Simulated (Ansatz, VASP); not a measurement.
## One calculation of Au, two programs

INCAR

```
SYSTEM = Au
ALGO = Normal ; EDIFF = 1E-6
ENCUT = 500 ; GGA = PE
GGA_COMPAT = .FALSE. ; ISIF = 2
ISMEAR = 0 ; LASPH = .TRUE.
LCHARG = .FALSE. ; LREAL = .FALSE.
LWAVE = .FALSE. ; NBANDS = 42
NELM = 120 ; PREC = Accurate
SIGMA = 0.1
```

Contents of KPOINTS:

```
k-points
0
G
  6 6 4
  0 0 0
```

POSCAR

```
Au
1.0
    5.3045746900      0.0000000000      0.0000000000
   -2.6522873400      4.5938964400      0.0000000000
    0.0000000000      0.0000000000      4.6576432100
Au
6
Direct
    0.8452486200      0.1547513800      0.2500000000
    0.8452486200      0.6904972400      0.2500000000
    0.3095027600      0.1547513800      0.2500000000
    0.1547513800      0.8452486200      0.7500000000
    0.1547513800      0.3095027600      0.7500000000
    0.6904972400      0.8452486200      0.7500000000
```

Input for Ansatz:

```yaml
crystal:
  lattice:
    - [5.30457469, 0.0, 0.0]
    - [-2.65228734, 4.59389644, 0.0]
    - [0.0, 0.0, 4.65764321]
  atoms:
    - { symbol: Au, position: [0.84524862, 0.15475138, 0.25] }
    - { symbol: Au, position: [0.84524862, 0.69049724, 0.25] }
    - { symbol: Au, position: [0.30950276, 0.15475138, 0.25] }
    - { symbol: Au, position: [0.15475138, 0.84524862, 0.75] }
    - { symbol: Au, position: [0.15475138, 0.30950276, 0.75] }
    - { symbol: Au, position: [0.69049724, 0.84524862, 0.75] }
basis:
  ecutwfc: 420
kpoints:
  mp_grid: { grid: [6, 6, 4] }
hamiltonian:
  xc: pbe
scf:
  occupations: { method: gaussian, width: 0.1 }
  lower_state_search: "off"
output:
  forces: true
  stress: true
  eigenvalues: true
```

Alike in both runs: task single point; functional PBE; k mesh 6 × 6 × 4; occupations gaussian, width 0.1 eV; no spin polarisation.

|  | VASP | Ansatz |
| --- | --- | --- |
| version | VASP 6.6.1 | Ansatz 0.2.0 |
| potentials or method | VASP PAW PBE potentials, release 64 (Au), cutoff 500 eV | scalar-relativistic, plane waves, PAW |
| valence electrons in the cell | 66 | 114 |

Ansatz gave:

- gap on the k mesh at the Fermi level (eV): none
- rms of the force components (eV/Å): 3.691

**Question.** What did VASP give for the same quantities?

**Answer.** gap on the k mesh at the Fermi level (eV): none; rms of the force components (eV/Å): 3.683.

Atom by atom the forces differ by 0.008 eV/Å (rms over components). A gap of «none» marks a metal or a gap that the smearing closes. VASP's potentials hold 66 valence electrons a cell and Ansatz's 114, so a difference there can come from the potentials and not from the codes.

Neither program's run includes spin-orbit coupling.
